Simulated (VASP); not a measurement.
Write the native input for VASP 6.6.1 that does the following.

* Task: single point
* Functional: LDA
* Potentials or basis: VASP PAW LDA potentials, release 64 (K_sv, F)
* Cutoff: 520 eV
* k mesh: 8 × 8 × 8
* Occupations: gaussian, width 0.05 eV
* Spin: no spin polarisation
* Dipole correction: no
* Further INCAR settings: ALGO = Normal; EDIFF = 1e-06; NBANDS = 15

The structure of KF lies in POSCAR:

```
KF
1.0
    0.0000000000      2.6735000000      2.7403375000
    2.6735000000      0.0000000000      2.7403375000
    2.6735000000      2.6735000000      0.0000000000
K F
1 1
Direct
    0.0000000000      0.0000000000      0.0000000000
    0.5000000000      0.5000000000      0.5000000000
```

This cell differs from its parent crystal: strain +0.000 along x and y, +0.025 along z.

One way to write it, as run:

INCAR

```
SYSTEM = KF
PREC = Accurate
ENCUT = 520
EDIFF = 1E-6
ISMEAR = 0
SIGMA = 0.05
LREAL = .FALSE.
LASPH = .TRUE.
NELM = 60
ALGO = Normal
ISIF = 2
LWAVE = .FALSE.
LCHARG = .FALSE.
GGA = CA
NBANDS = 15
```

KPOINTS

```
Automatic mesh
0
G
  8 8 8
  0 0 0
```

Potentials or basis: VASP PAW LDA potentials, release 64 (K_sv, F).

Run with:

```console
$ cat potpaw_LDA.64/K_sv/POTCAR potpaw_LDA.64/F/POTCAR > POTCAR
$ mpirun -np 1 vasp_std > vasp.out
```

Results of the run:

```yaml
Pressure: -4.0 GPa
Band_gap_on_the_k_mesh: 5.65 eV, direct
```

Caveat: the cell differs from its parent crystal (strain +0.000 along x and y, +0.025 along z).

Wall time 15 s on 1 thread of Intel(R) Xeon(R) Platinum 8488C (Sapphire Rapids) (shared host), peak memory 0.16 GiB.
